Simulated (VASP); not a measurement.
Rh, 2 atoms in the cell. Symmetry: P6_3/mmc, No. 194, hexagonal system. Conventional cell: a = 2.643 Å, b = 2.643 Å, c = 4.245 Å, α = 90.00°, β = 90.00°, γ = 120.00°. Within 3.4 Å of Rh (site symmetry -6m2) lie 12 Rh at 2.61 to 2.64 Å. This isn't the form of Rh at room conditions, which is fcc.

| Item | Value |
| --- | --- |
| Program | VASP 6.6.1 |
| Task | single point |
| Functional | PBE |
| Potentials or basis | VASP PAW PBE potentials, release 64 (Rh_pv) |
| Cutoff | 520 eV |
| k mesh | 18 × 18 × 10 |
| Occupations | gaussian, width 0.15 eV |
| Spin | no spin polarisation |
| Dipole correction | no |
| Further INCAR settings | ALGO = Normal; EDIFF = 1e-07; NBANDS = 22 |

Potentials or basis: VASP PAW PBE potentials, release 64 (Rh_pv).

Launch:

```sh
$ cat potpaw_PBE.64/Rh_pv/POTCAR > POTCAR
$ mpirun -np 1 vasp_std > vasp.out
```

Hardware: 1 thread of Intel(R) Xeon(R) Platinum 8488C (Sapphire Rapids), with other jobs on the host.

**Question.** Estimate the wall time of this run.

**Answer.** It took 68 s on 1 thread of Intel(R) Xeon(R) Platinum 8488C (Sapphire Rapids), on a shared host, peak memory 0.21 GiB. Counts: scf iterations 13, k points 222.
